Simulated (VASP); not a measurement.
# HfO2: single point with PBE

The system is HfO2.

```
CELL_PARAMETERS angstrom
0.00000 2.55750 2.50635
2.55750 0.00000 2.50635
2.55750 2.55750 0.00000
ATOMIC_POSITIONS crystal
Hf 0.00000 0.00000 0.00000
O 0.25000 0.25000 0.25000
O 0.75000 0.75000 0.75000
```

This cell differs from its parent crystal: z stretched by -2 %, then relaxed in part.

```
Program                : VASP 6.6.1
Task                   : single point
Functional             : PBE
Potentials or basis    : VASP PAW PBE potentials, release 64 (Hf_pv, O)
Cutoff                 : 520 eV
k mesh                 : 10 × 10 × 10
Occupations            : fermi-dirac, width 0.02 eV
Spin                   : no spin polarisation
Dipole correction      : no
Further INCAR settings : ALGO = Normal; EDIFF = 1e-06; NBANDS = 18
```

The pressure is -1.2 GPa and the band gap on the k mesh is 3.61 eV, indirect (least direct gap 3.63 eV).

Stress tensor (GPa, compression positive):
```
-4.31  0.00  0.00
 0.00 -4.31  0.00
 0.00  0.00  5.05
```

Levels at points of the mesh, in eV from the valence-band top:
```csv
k point,band 9,band 10,band 11,band 12,band 13,band 14
"(0.00, 0.00, 0.00)",-0.84,-0.84,-0.57,3.61,3.79,5.66
"(0.50, 0.00, 0.00)",-2.86,-1.99,-1.96,4.39,4.48,6.76
"(0.50, 0.50, 0.00)",-1.72,-1.72,0.00,3.63,5.32,6.63
"(0.50, 0.00, 0.50)",-1.81,-1.45,-0.22,3.62,5.33,6.32
```

Wall time 64 s on 1 thread of Intel Xeon 8259CL, with other jobs on the host, peak memory 0.2 GiB.

Caveat: the cell differs from its parent crystal (z stretched by -2 %, then relaxed in part); spin-orbit coupling is left out, which moves the levels of the heavy elements. A k mesh can miss the band edges.
